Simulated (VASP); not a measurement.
Write the native input for VASP 6.6.1 that does the following.

```yaml
Task: single point
Functional: PBE
Potentials_or_basis: VASP PAW PBE potentials, release 64 (Ge_d)
Cutoff: 520 eV
k_mesh: 8 × 8 × 3
Occupations: fermi-dirac, width 0.05 eV
Spin: no spin polarisation
Dipole_correction: no
Further_INCAR_settings: ALGO = Normal; EDIFF = 1e-06; NBANDS = 36
```

The structure of Ge lies in POSCAR:

```
Ge
1.0
    4.0772291900      0.0000000000      0.0000000000
   -2.0386145949      3.5309840555      0.0000000000
    0.0000000000      0.0000000000     11.0661648237
Ge
4
Direct
    0.6666666667      0.3333333333      0.4148480000
    0.3333333333      0.6666666667      0.9148480000
    0.0000000000      0.0000000000      0.4774520000
    0.0000000000      0.0000000000      0.9774520000
```

The input as run:

INCAR

```
PREC = Accurate
ENCUT = 520
EDIFF = 1E-6
ISMEAR = -1
SIGMA = 0.05
LREAL = F
LASPH = T
NELM = 60
ALGO = Normal
ISIF = 2
LWAVE = F
LCHARG = F
GGA = PE
NBANDS = 36
```

KPOINTS

```
Automatic mesh
0
Gamma
  8 8 3
```

Potentials or basis: VASP PAW PBE potentials, release 64 (Ge_d).

Run with:

```console
$ cat potpaw_PBE.64/Ge_d/POTCAR > POTCAR
$ mpirun -np 1 vasp_std > vasp.out
```

It gave:

```yaml
Pressure: -0.8 GPa
Largest_force: 0.071 eV/Å
Band_gap_on_the_k_mesh: 0.58 eV (least direct gap 0.67 eV)
```

Caveat: an odd mesh through Γ misses points on the zone boundary, where band edges can lie.

It took 56 s on 1 thread of Intel(R) Xeon(R) 6975P-C (Granite Rapids) (shared host), peak memory 0.29 GiB.
